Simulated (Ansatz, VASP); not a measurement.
# Pb: VASP beside Ansatz

```
CELL_PARAMETERS angstrom
3.05873 -1.76191 0.00000
3.05873 1.76191 0.00000
-2.12947 0.00000 6.13559
ATOMIC_POSITIONS crystal
Pb 0.90851 0.90851 0.72629
Pb 0.09149 0.09149 0.27371
```

Alike in both runs: task single point; functional LDA; k mesh 9 × 9 × 5; occupations fermi-dirac, width 0.05 eV; no spin polarisation.

|  | VASP | Ansatz |
| --- | --- | --- |
| version | VASP 6.6.1 | Ansatz 0.2.0 |
| potentials or method | VASP PAW LDA potentials, release 64 (Pb_d) | Ansatz PAW |
| plane-wave cutoff (eV) | 520 | 420 |
| valence electrons in the cell | 28 | 28 |

|  | VASP | Ansatz | Ansatz less VASP |
| --- | --- | --- | --- |
| gap on the k mesh at the Fermi level (eV) | none | none | - |
| pressure (GPa) | -3.8 | -3.8 | -0.03 |
| traceless stress, the component that is largest in VASP (GPa) | -0.11 | -0.11 | -0.004 |
| rms of the force components (eV/Å) | 0.117 | 0.120 | +0.0030 |

LDA's correlation is that of Perdew and Zunger in VASP and of Perdew and Wang (1992) in Ansatz. Atom by atom the forces differ by 0.003 eV/Å (rms over components). A gap of «none» marks a metal or a gap that the smearing closes.

Spin-orbit coupling is off throughout.
